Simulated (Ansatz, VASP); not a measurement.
**Two plane-wave programs on NaCl**

INCAR

```
ALGO = Normal ; EDIFF = 1E-8
ENCUT = 520 ; GGA = PE
ISIF = 2 ; ISMEAR = -1
ISYM = 0 ; LASPH = True
LCHARG = False ; LEFG = True
LREAL = False ; LWAVE = False
NBANDS = 14 ; NELM = 80
PREC = Accurate ; SIGMA = 0.03
```

Contents of KPOINTS:

```
k-points
0
Gamma
  4 4 4
```

POSCAR

```
NaCl
1.0
    2.8600000000      0.0000000000      0.0000000000
    0.0000000000      2.8600000000      0.0000000000
    0.0000000000      0.0000000000      2.8600000000
Na Cl
1 1
Direct
    0.0000000000      0.0000000000      0.0000000000
    0.5000000000      0.5000000000      0.5000000000
```

Input for Ansatz:

```yaml
crystal:
  lattice:
    - [2.86, 0.0, 0.0]
    - [0.0, 2.86, 0.0]
    - [0.0, 0.0, 2.86]
  atoms:
    - { symbol: Na, position: [0.0, 0.0, 0.0] }
    - { symbol: Cl, position: [0.5, 0.5, 0.5] }
  symmetry: { detect: false }
kpoints:
  mp_grid: { grid: [4, 4, 4] }
scf:
  occupations: { method: fermi_dirac, width: 0.03 }
  initial_density: { chi_scale: 0.1 }
hamiltonian:
  xc: pbe
  pseudopotentials: { kind: paw }
output:
  forces: true
  stress: true
  eigenvalues: true
  efg: { contact_densities: true }
  write_density: true
  write_potential: true
  elf: true
  volumetric_format: npy
```

Alike in both runs: task electric field gradients; functional PBE; k mesh 4 × 4 × 4; occupations fermi-dirac, width 0.03 eV; no spin polarisation.

|  | VASP | Ansatz |
| --- | --- | --- |
| version | VASP 6.6.1 | Ansatz 0.2.0 |
| potentials or method | VASP PAW PBE potentials, release 64 (Na_pv, Cl) | PAW with Ansatz's default frozen-core files, scalar-relativistic |
| plane-wave cutoff (eV) | 520 | 420 |
| valence electrons in the cell | 14 | 16 |

```tsv
	VASP	Ansatz	Ansatz less VASP
gap on the k mesh at the Fermi level (eV)	4.39	4.35	-0.045
```

VASP's potentials hold 14 valence electrons a cell and Ansatz's 16, so a difference there can come from the potentials and not from the codes.

The k mesh is coarse, so the values compare programs but aren't converged.
